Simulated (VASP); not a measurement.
A run of VASP 6.6.1 is set up as follows.

The input INCAR:

```
  PREC = Accurate
  ENCUT = 520
  EDIFF = 1E-6
  ISMEAR = 0
  SIGMA = 0.1
  LREAL = False
  LASPH = True
  NELM = 60
  ALGO = Normal
  ISIF = 2
  LWAVE = False
  LCHARG = True
  GGA = PE
  LELF = True
  LVHAR = True
  NBANDS = 30
```

File KPOINTS:

```
Automatic mesh
0
Gamma
  12 12 4
```

File POSCAR:

```
B
1.0
    2.8756922629      0.0000000000      0.0000000000
   -1.4378461315      2.4904225531      0.0000000000
    0.0000000000      0.0000000000     11.8759969540
B
12
Direct
    0.0000000000      0.0000000000      0.1239289891
    0.0000000000      0.0000000000      0.6239289891
    0.0000000000      0.0000000000      0.3760710109
    0.0000000000      0.0000000000      0.8760710109
    0.3333333333      0.6666666667      0.5428967152
    0.6666666667      0.3333333333      0.0428967152
    0.3333333333      0.6666666667      0.9571032848
    0.6666666667      0.3333333333      0.4571032848
    0.3333333333      0.6666666667      0.6783442025
    0.6666666667      0.3333333333      0.1783442025
    0.3333333333      0.6666666667      0.8216557975
    0.6666666667      0.3333333333      0.3216557975
```

Potentials or basis: VASP PAW PBE potentials, release 64 (B).

Launch:

```sh
$ cat potpaw_PBE.64/B/POTCAR > POTCAR
$ mpirun -np 1 vasp_std > vasp.out
```

**Question.** Predict the band gap on the k mesh.

**Answer.** Zero (bands 18 and 19 overlap by 3.94 eV).

**Question.** Predict the largest force.

**Answer.** 0.026 eV/Å.

Stress tensor (GPa, compression positive):
```
0.00 0.00 0.00
0.00 0.00 0.00
0.00 0.00 0.13
```
